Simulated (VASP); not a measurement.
# AlAs (t.b) (F-43m) in VASP: single point with PBE

Aim: the single point of AlAs (t.b) with PBE.

All numbers are computed with VASP 6.6.1; they aren't measurements. Logs are shortened: lines on timing, memory, paths and dates and some standing lists are left out, and cuts for length are marked.

## (1) The cell of the first run

The structure is cubic, space group F-43m (No. 216). Conventional cell: a = 5.728 Å, b = 5.728 Å, c = 5.728 Å, α = 90.00°, β = 90.00°, γ = 90.00°. Al (site symmetry -43m) has 4 As at 2.48 Å within 3.3 Å. As (site symmetry -43m) has 4 Al at 2.48 Å within 3.3 Å.

## (2) Single point, PBE

Input file INCAR:

```
PREC     = Accurate       # precision mode
ENCUT    = 500            # plane-wave cutoff, eV
EDIFF    = 1E-6           # SCF threshold, eV
ISMEAR   = 0              # smearing method
SIGMA    = 0.02           # smearing width, eV
LREAL    = False          # projectors in reciprocal space
LASPH    = True           # aspherical terms in the spheres
NELM     = 120            # most SCF steps
ALGO     = Normal         # electronic algorithm
ISIF     = 2              # what is computed and relaxed
LWAVE    = False          # write WAVECAR
LCHARG   = True           # write CHGCAR
GGA      = PE             # functional
LELF     = True           # ELF
LVHAR    = True         
NBANDS   = 11             # bands
GGA_COMPAT= False
```

Input file KPOINTS:

```
Automatic mesh
0
Gamma
  8 8 8
```

Input file POSCAR:

```
AlAs
1.0
    0.0000000000      2.8638561894      2.8638561894
    2.8638561894      0.0000000000      2.8638561894
    2.8638561894      2.8638561894      0.0000000000
Al As
1 1
Direct
    0.0000000000      0.0000000000      0.0000000000
    0.2500000000      0.2500000000      0.2500000000
```

Potentials or basis: VASP PAW PBE potentials, release 64 (Al, As).

On the command line:

```
$ cat potpaw_PBE.64/Al/POTCAR potpaw_PBE.64/As/POTCAR > POTCAR
$ mpirun -np 1 vasp_std > vasp.out
```

OUTCAR:

```text
PREC = Accurate
   ENCUT = 500
   EDIFF = 1E-6
   ISMEAR = 0
   LREAL = False
   LASPH = True
   NELM = 120
   ISIF = 2
   GGA = PE

 ion  position               nearest neighbor table
   1  0.000  0.000  0.000-   2 2.48   2 2.48   2 2.48   2 2.48
   2  0.250  0.250  0.250-   1 2.48   1 2.48   1 2.48   1 2.48

  LATTYP: Found a face centered cubic cell.
 ALAT       =     5.7277123788

  Lattice vectors:

 A1 = (   0.0000000000,   2.8638561894,   2.8638561894)
 A2 = (   2.8638561894,   0.0000000000,   2.8638561894)
 A3 = (   2.8638561894,   2.8638561894,   0.0000000000)

Analysis of symmetry for initial positions (statically):
=====================================================================
 Subroutine PRICEL returns:
 Original cell was already a primitive cell.

 Routine SETGRP: Setting up the symmetry group for a
 face centered cubic supercell.

 Subroutine GETGRP returns: Found 24 space group operations
 (whereof 24 operations were pure point group operations)
 out of a pool of 48 trial point group operations.

The static configuration has the point symmetry T_d .

Analysis of symmetry for dynamics (positions and initial velocities):
=====================================================================
 Subroutine PRICEL returns:
 Original cell was already a primitive cell.

 Routine SETGRP: Setting up the symmetry group for a
 face centered cubic supercell.

 Subroutine GETGRP returns: Found 24 space group operations
 (whereof 24 operations were pure point group operations)
 out of a pool of 48 trial point group operations.

The dynamic configuration has the point symmetry T_d .

 Subroutine INISYM returns: Found 24 space group operations
 (whereof 24 operations are pure point group operations),
 and found     1 'primitive' translations

----------------------------------------------------------------------------------------

                                     Primitive cell

  volume of cell :      46.9768

  direct lattice vectors                    reciprocal lattice vectors
     0.000000000  2.863856189  2.863856189    -0.174589772  0.174589772  0.174589772
     2.863856189  0.000000000  2.863856189     0.174589772 -0.174589772  0.174589772
     2.863856189  2.863856189  0.000000000     0.174589772  0.174589772 -0.174589772

  length of vectors
     4.050104264  4.050104264  4.050104264     0.302398356  0.302398356  0.302398356

  position of ions in fractional coordinates (direct lattice)
     0.000000000  0.000000000  0.000000000
     0.250000000  0.250000000  0.250000000

  ion indices of the primitive-cell ions
   primitive index   ion index
                 1           1
                 2           2

----------------------------------------------------------------------------------------

 KPOINTS: Automatic mesh

Automatic generation of k-mesh.
 Grid dimensions read from file:
 generate k-points for:    8    8    8

 Generating k-lattice:

  Cartesian coordinates                     Fractional coordinates (reciprocal lattice)
    -0.021823722  0.021823722  0.021823722     0.125000000  0.000000000  0.000000000
     0.021823722 -0.021823722  0.021823722     0.000000000  0.125000000  0.000000000
     0.021823722  0.021823722 -0.021823722     0.000000000  0.000000000  0.125000000

  Length of vectors
     0.037799795  0.037799795  0.037799795

  Shift w.r.t. Gamma in fractional coordinates (k-lattice)
     0.000000000  0.000000000  0.000000000

 Subroutine IBZKPT returns following result:
 ===========================================

 Found     29 irreducible k-points:

 Following reciprocal coordinates:
            Coordinates               Weight
  0.000000  0.000000  0.000000      1.000000
  0.125000  0.000000  0.000000      8.000000
  0.250000  0.000000  0.000000      8.000000
  0.375000  0.000000  0.000000      8.000000
  0.500000  0.000000  0.000000      4.000000
  0.125000  0.125000  0.000000      6.000000
[... 16 lines left out ...]
  0.500000  0.250000  0.125000     48.000000
 -0.375000  0.250000  0.125000     24.000000
 [... further k-points ...]
   k-points           NKPTS =     29   k-points in BZ     NKDIM =     29   number of bands    NBANDS=     11
   number of dos      NEDOS =    301   number of ions     NIONS =      2
   total plane-waves  NPLWV =  27000
   dimension x,y,z NGX =    30 NGY =   30 NGZ =   30
   dimension x,y,z NGXF=    60 NGYF=   60 NGZF=   60
   ions per type =               1   1
   NGX,Y,Z   is equivalent  to a cutoff of  12.31, 12.31, 12.31 a.u.
   NGXF,Y,Z  is equivalent  to a cutoff of  24.63, 24.63, 24.63 a.u.
 SYSTEM =  unknown system
   PREC   = accura    normal or accurate (medium, high low for compatibility)
   ISTART =      0    job   : 0-new  1-cont  2-samecut
   ICHARG =      2    charge: 1-file 2-atom 10-const
   ISPIN  =      1    spin polarized calculation?
   LNONCOLLINEAR =      F non collinear calculations
   LSORBIT =      F    spin-orbit coupling
   LASPH  =      T    aspherical Exc in radial PAW
   ENCUT  =  500.0 eV  36.75 Ry    6.06 a.u.   7.38  7.38  7.38*2*pi/ulx,y,z
   NELM   =    120;   NELMIN=  2; NELMDL= -5     # of ELM steps
   EDIFF  = 0.1E-05   stopping-criterion for ELM
   LREAL  =      F    real-space projection
   EDIFFG = 0.1E-04   stopping-criterion for IOM
   NSW    =      0    number of steps for IOM
   IBRION =     -1    ionic relax: 0-MD 1-quasi-New 2-CG
   NFREE  =      0    steps in history (QN), initial steepest desc. (CG)
   ISIF   =      2    stress and relaxation
   ISYM   =      2    0-nonsym 1-usesym 2-fastsym
   POTIM  = 0.5000    time-step for ionic-motion
   TEBEG  =    0.0;   TEEND  =   0.0 temperature during run
   PSTRESS=    0.0 pullay stress
   NELECT =       8.0000    total number of electrons
   NUPDOWN=      -1.0000    fix difference up-down
   EMIN   =  10.00;   EMAX   =-10.00  energy-range for DOS
   EFERMI =   0.00;   METHOD = LEGACY
   ISMEAR =     0;   SIGMA  =   0.02  broadening in eV -4-tet -1-fermi 0-gaus
   EFERMI_NEDOS =   21; number of points for ismear=-14 and -15
   IALGO  =     38    algorithm
   IMIX   =      4    mixing-type and parameters
     AMIX     =   0.40;   BMIX     =  1.00
     AMIX_MAG =   1.60;   BMIX_MAG =  1.00
  volume/ion in A,a.u.               =      23.49       158.51
  Fermi-wavevector in a.u.,A,eV,Ry     =   0.907424  1.714783 11.203288  0.823418
  Thomas-Fermi vector in A             =   2.031230
   LORBIT       =      0    0 simple, 1 ext, 2 COOP (PROOUT), +10 PAW based schemes
   GGA     = PE    functional components
   LHFCALC =     F    Hartree Fock is set to
   AEXX    =    0.0000 exact exchange contribution
   IVDW    =     0    specifies the selected vdW correction
   LEPSILON=     F    determine dielectric tensor
   LRPA    =     F    only Hartree local field effects (RPA)
 non-spin polarized calculation
 Gauss-broadening in eV      SIGMA  =   0.02
  energy-cutoff  :      500.00
  volume of cell :       46.98
 maximum number of plane-waves:      1243
 NGX is ok and might be reduce to    30
   NGX = 15   NGY = 15   NGZ = 15

 number of electron       7.9999999 magnetization

 Free energy of the ion-electron system (eV)
  ---------------------------------------------------
  ext. energy  EPLUGINS =         0.00000000
  ---------------------------------------------------
  free energy    TOTEN  =        -9.38797865 eV

  energy without entropy =       -9.38797865  energy(sigma->0) =       -9.38797865

 E-fermi :   3.6751     XC(G=0):  -8.9050

 val. band max:        3.5946392357   @ k =   0.0000   0.0000   0.0000
 cond. band min:       5.0889167628   @ k =   0.5000   0.5000   0.0000
 fundamental gap:      1.4942775271
 Fermi energy:         3.6751236422

 k-point     1 :       0.0000    0.0000    0.0000
  band No.  band energies     occupation
      1      -8.0765      2.00000
      2       3.5946      2.00000
      3       3.5946      2.00000
      4       3.5946      2.00000
      5       5.3780      0.00000
      6       7.8218      0.00000
      7       7.8218      0.00000
      8       7.8218      0.00000
      9      12.2778      0.00000
     10      12.5371      0.00000
     11      12.5371      0.00000

 k-point     2 :       0.1250    0.0000    0.0000
  band No.  band energies     occupation
      1      -7.9305      2.00000
      2       2.1701      2.00000
      3       3.4391      2.00000
      4       3.4391      2.00000
      5       6.1773      0.00000
      6       8.0948      0.00000
      7       8.0948      0.00000
      8       8.1794      0.00000
      9      11.9550      0.00000
     10      11.9550      0.00000
     11      12.9978      0.00000

 k-point     3 :       0.2500    0.0000    0.0000
  band No.  band energies     occupation
      1      -7.5268      2.00000
      2       0.2703      2.00000
      3       3.1309      2.00000
      4       3.1309      2.00000
      5       6.0627      0.00000
      6       8.4398      0.00000
      7       8.4398      0.00000
      8       9.8421      0.00000
      9      11.8450      0.00000
     10      11.8450      0.00000
     11      12.8858      0.00000

 k-point     4 :       0.3750    0.0000    0.0000
  band No.  band energies     occupation
      1      -7.0091      2.00000
      2      -1.2183      2.00000
      3       2.8839      2.00000
      4       2.8839      2.00000
      5       5.7338      0.00000
      6       8.3532      0.00000
      7       8.3532      0.00000
      8      11.1878      0.00000
      9      13.0882      0.00000
     10      13.0882      0.00000
     11      13.1120      0.00000
[... 239 lines left out ...]
 k-point    22 :       0.3750    0.2500    0.1250
  band No.  band energies     occupation
      1      -7.1899      2.00000
      2      -0.1164      2.00000
      3       1.7147      2.00000
      4       2.6510      2.00000
      5       7.1494      0.00000
      6       7.6970      0.00000
      7       8.8674      0.00000
      8       9.9916      0.00000
      9      11.6329      0.00000
     10      13.8713      0.00000
     11      15.3785      0.00000

 k-point    23 :       0.5000    0.2500    0.1250
  band No.  band energies     occupation
      1      -6.7257      2.00000
      2      -1.0858      2.00000
      3       1.1434      2.00000
      4       2.2861      2.00000
      5       7.2017      0.00000
      6       7.9805      0.00000
      7       9.2835      0.00000
      8      10.3451      0.00000
      9      12.7646      0.00000
     10      13.9693      0.00000
     11      15.5883      0.00000

 k-point    24 :      -0.3750    0.2500    0.1250
  band No.  band energies     occupation
      1      -6.4885      2.00000
      2      -1.5394      2.00000
      3       0.9925      2.00000
      4       2.1114      2.00000
      5       7.1752      0.00000
      6       7.8056      0.00000
      7      10.1341      0.00000
      8      11.0979      0.00000
      9      11.8140      0.00000
     10      14.4582      0.00000
     11      15.6793      0.00000

 [... further k-points ...]

------------------------ aborting loop because EDIFF is reached ----------------------------------------

  FORCE on cell =-STRESS in cart. coord.  units (eV):
  Direction    XX          YY          ZZ          XY          YZ          ZX
  --------------------------------------------------------------------------------------
  -------------------------------------------------------------------------------------
  Total        0.0534171      0.0534171      0.0534171     -0.0000000     -0.0000000      0.0000000
  in kB        1.8218268      1.8218268      1.8218268     -0.0000000     -0.0000000      0.0000000
  external PRESSURE =       1.8218268 kB  Pullay stress =       0.0000000 kB

 VOLUME and BASIS-vectors are now :
 -----------------------------------------------------------------------------
  energy-cutoff  :      500.00
  volume of cell :       46.98
      direct lattice vectors                 reciprocal lattice vectors
     0.000000000  2.863856189  2.863856189    -0.174589772  0.174589772  0.174589772
     2.863856189  0.000000000  2.863856189     0.174589772 -0.174589772  0.174589772
     2.863856189  2.863856189  0.000000000     0.174589772  0.174589772 -0.174589772

 POSITION                                       TOTAL-FORCE (eV/Angst)
 -----------------------------------------------------------------------------------
      0.00000      0.00000      0.00000        -0.000000     -0.000000     -0.000000
      1.43193      1.43193      1.43193         0.000000      0.000000      0.000000
 -----------------------------------------------------------------------------------
    total drift:                               -0.000000     -0.000000      0.000000

  FREE ENERGIE OF THE ION-ELECTRON SYSTEM (eV)
  ---------------------------------------------------
  free  energy   TOTEN  =        -9.3879786534 eV

  energy  without entropy=       -9.3879786534  energy(sigma->0) =       -9.38797865
```

It took 23 s on 1 thread of Intel Xeon 8259CL, shared host; peak memory 0.17 GiB.

Results:

```yaml
Free_energy: -9.3880 eV
Pressure: 0.2 GPa
Band_gap_on_the_k_mesh: 1.49 eV, indirect (least direct gap 1.78 eV)
```
